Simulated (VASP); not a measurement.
Here is a VASP 6.6.1 calculation.

INCAR

```
SYSTEM = RbBr
PREC = Accurate
ENCUT = 520
EDIFF = 1E-6
ISMEAR = -1
SIGMA = 0.05
LREAL = .False.
LASPH = .True.
NELM = 80
ALGO = Normal
ISIF = 2
LWAVE = .False.
LCHARG = .True.
GGA = RP
LELF = .True.
LVHAR = .True.
NBANDS = 15
```

KPOINTS

```
regular mesh
0
Gamma
  7 7 7
  0 0 0
```

POSCAR

```
RbBr
1.0
    4.3521660424      0.0000000000      0.0000000000
    0.0000000000      4.3521660424      0.0000000000
    0.0000000000      0.0000000000      4.3521660424
Rb Br
1 1
Direct
    0.0000000000      0.0000000000      0.0000000000
    0.5000000000      0.5000000000      0.5000000000
```

Potentials or basis: VASP PAW PBE potentials, release 64 (Rb_sv, Br).

Run with:

```console
$ cat potpaw_PBE.64/Rb_sv/POTCAR potpaw_PBE.64/Br/POTCAR > POTCAR
$ mpirun -np 1 vasp_std > vasp.out
```

Task: Predict the band gap on the k mesh.

Result: 3.93 eV (least direct gap 4.05 eV).

Task: What does it give for the pressure?

Result: 0.1 GPa.

Caveat: the PAW data sets were made with another functional, which shifts forces and pressure a little; an odd mesh through Γ misses points on the zone boundary, where band edges can lie.
